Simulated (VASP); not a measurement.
Ti3Be, 8 atoms in the cell. The structure is hexagonal, space group P6_3/mmc (No. 194). Conventional cell: a = 5.418 Å, b = 5.418 Å, c = 4.378 Å, α = 90.00°, β = 90.00°, γ = 120.00°. Within 3.4 Å of Ti (site symmetry mm2) lie 8 Ti at 2.58 to 2.83 Å and 4 Be at 2.65 to 2.71 Å. Within 3.5 Å of Be (site symmetry -6m2) lie 12 Ti at 2.65 to 2.71 Å. 

- Program: VASP 6.6.1
- Task: single point
- Functional: LDA
- Potentials or basis: VASP PAW LDA potentials, release 64 (Ti_sv, Be)
- Cutoff: 520 eV
- k mesh: 5 × 5 × 5
- Occupations: fermi-dirac, width 0.1 eV
- Spin: no spin polarisation
- Dipole correction: no
- Further INCAR settings: ALGO = Normal; EDIFF = 1e-06; NBANDS = 48

Potentials or basis: VASP PAW LDA potentials, release 64 (Ti_sv, Be).

Run with:

```sh
$ cat potpaw_LDA.64/Ti_sv/POTCAR potpaw_LDA.64/Be/POTCAR > POTCAR
$ mpirun -np 1 vasp_std > vasp.out
```

Hardware: 1 thread of Intel(R) Xeon(R) Platinum 8488C (Sapphire Rapids), with other jobs on the host.

Q: How long does it take, and how much memory?

A: Run time: 98 s on 1 thread of Intel(R) Xeon(R) Platinum 8488C (Sapphire Rapids), on a shared host, peak memory 0.21 GiB. Counts: scf iterations 14, k points 15.
